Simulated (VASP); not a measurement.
A run of VASP 6.6.1 is set up as follows.

File POSCAR:

```
AlN
1.0
    3.1130000000      0.0000000000      0.0000000000
   -1.5565000000      2.6959370820      0.0000000000
    0.0000000000      0.0000000000      4.9810000000
Al N
2 2
Direct
    0.6666666667      0.3333333333      0.5000000000
    0.3333333333      0.6666666667      0.0000000000
    0.6666666667      0.3333333333      0.8800000000
    0.3333333333      0.6666666667      0.3800000000
```

The input INCAR.step1:

```
PREC = Accurate
ENCUT = 520
EDIFF = 1E-5
ISMEAR = -1
SIGMA = 0.05
LREAL = False
LASPH = True
NELM = 60
ALGO = Normal
ISIF = 2
LWAVE = True
GGA = PE
NBANDS = 16
```

File INCAR.step2:

```
PREC = Accurate
ENCUT = 520
EDIFF = 1E-6
ISMEAR = -1
SIGMA = 0.05
LREAL = False
LASPH = True
NELM = 60
ALGO = Normal
ISIF = 2
LWAVE = False
LCHARG = True
GGA = PS
LHFCALC = True
AEXX = 0.25
HFSCREEN = 0.207
PRECFOCK = Normal
LELF = True
LVHAR = True
ISTART = 1
NBANDS = 16
```

The input KPOINTS:

```
Automatic mesh
0
Gamma
  5 5 3
```

Potentials or basis: VASP PAW PBE potentials, release 64 (Al, N).

Command:

```bash
$ cat potpaw_PBE.64/Al/POTCAR potpaw_PBE.64/N/POTCAR > POTCAR
$ cp INCAR.step1 INCAR
$ mpirun -np 1 vasp_std > vasp.out
$ cp INCAR.step2 INCAR
$ mpirun -np 1 vasp_std > vasp.out
```

Task: Predict the band gap on the k mesh.

Result: 5.53 eV, direct.

Task: Predict the largest force.

Result: 0.131 eV/Å.

Task: Predict the pressure.

Result: -3.9 GPa.

Forces in eV/Å, atoms in the order of the input:
```
Al   0.000  0.000 -0.131
Al   0.000  0.000 -0.131
N    0.000  0.000  0.131
N    0.000  0.000  0.131
```

Caveat: the k points lie up to 0.47 Å⁻¹ apart; the PAW data sets were made with another functional, which shifts forces and pressure a little.
